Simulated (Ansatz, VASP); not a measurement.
**Al in VASP and in Ansatz**

```
Al
1.0
     0.00000    2.01946    2.01946
     2.01946    0.00000    2.01946
     2.01946    2.01946    0.00000
Al
1
Direct
  0.00000 0.00000 0.00000
```

Alike in both runs: task single point; functional PBE; k mesh 6 × 6 × 6; occupations gaussian, width 0.1 eV; collinear spin.

```csv
,VASP,Ansatz
version,VASP 6.6.1,Ansatz 0.2.0
potentials or method,"VASP PAW PBE potentials, release 64 (Al), cutoff 500 eV","scalar-relativistic, plane waves, PAW"
valence electrons in the cell,3,3
```

```csv
,VASP,Ansatz,Ansatz less VASP
gap on the k mesh at the Fermi level (eV),none,none,-
pressure (GPa),0.6,0.6,+0.04
net moment per atom (μB),0.00,0.00,-0.001
```

A gap of «none» marks a metal or a gap that the smearing closes. The functional is the same, so the differences come from potentials, cutoffs and numerics. Ansatz's warnings: seeded moment not kept.

The k mesh is coarse, so the values compare programs but aren't converged.
